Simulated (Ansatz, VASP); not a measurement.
## K2SiB2 in VASP and in Ansatz

```xyz
5
Lattice="1.5200 -9.5436 0.0000 1.5200 9.5436 0.0000 0.0000 0.0000 4.2895" Properties=species:S:1:pos:R:3 pbc="T T T"
K     1.5200    2.5259    2.1448
K     1.5200   -2.5259    2.1448
Si    0.0000    0.0000    0.0000
B     1.5200    4.7928    0.0000
B     1.5200   -4.7928    0.0000
```

Change from the starting cell: species swapped into the Sm2InNi2 type (Cmmm, No. 65).

Alike in both runs: task relaxation of cell and atoms; functional PBE; k mesh 6 × 6 × 4; occupations gaussian, width 0.1 eV; no spin polarisation.

```csv
,VASP,Ansatz
version,VASP 6.6.1,Ansatz 0.2.0
potentials or method,"VASP PAW PBE potentials, release 64 (K_sv, Si, B), cutoff 600 eV","scalar-relativistic, plane waves, PAW"
valence electrons in the cell,28,28
```

```csv
,VASP,Ansatz,Ansatz less VASP
"gap on the k mesh at the Fermi level, each at its own relaxed structure (eV)",none,none,-
relaxed volume (Å³/atom),24.45,24.39,-0.058
relaxed cell length with the largest relative difference (Å),4.208,4.177,-0.0315
```

A gap of «none» marks a metal or a gap that the smearing closes.

The k mesh is coarse, so the values compare programs but aren't converged.
